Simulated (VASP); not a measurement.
Input of a VASP 6.6.1 run:

INCAR

```
SYSTEM = Pd
PREC     = Accurate       ! precision mode
ENCUT    = 500            ! plane-wave cutoff, eV
EDIFF    = 1E-6           ! SCF threshold, eV
ISMEAR   = -1             ! smearing method
SIGMA    = 0.05           ! smearing width, eV
LREAL    = .False.        ! projectors in reciprocal space
LASPH    = .True.         ! aspherical terms in the spheres
NELM     = 120            ! most SCF steps
ALGO     = Normal         ! electronic algorithm
ISIF     = 2              ! what is computed and relaxed
LWAVE    = .False.        ! write WAVECAR
LCHARG   = .False.        ! write CHGCAR
GGA      = PS             ! functional
NBANDS   = 11             ! bands
GGA_COMPAT= .False.
```

Contents of KPOINTS:

```
regular mesh
0
Gamma
  12 12 12
  0 0 0
```

POSCAR

```
Pd
1.0
   -1.5417704141      1.5417704141      1.5417704141
    1.5417704141     -1.5417704141      1.5417704141
    1.5417704141      1.5417704141     -1.5417704141
Pd
1
Direct
    0.0000000000      0.0000000000      0.0000000000
```

Potentials or basis: VASP PAW PBE potentials, release 64 (Pd).

The run is started by

```console
$ cat potpaw_PBE.64/Pd/POTCAR > POTCAR
$ mpirun -np 1 vasp_std > vasp.out
```

Q: Predict the pressure.

A: -0.3 GPa.

Q: Predict the band gap on the k mesh.

A: Zero (band 5 reaches 10.35 eV, above the bottom of band 6 at 8.64 eV).

Caveat: the PAW data sets were made with another functional, which shifts forces and pressure a little.
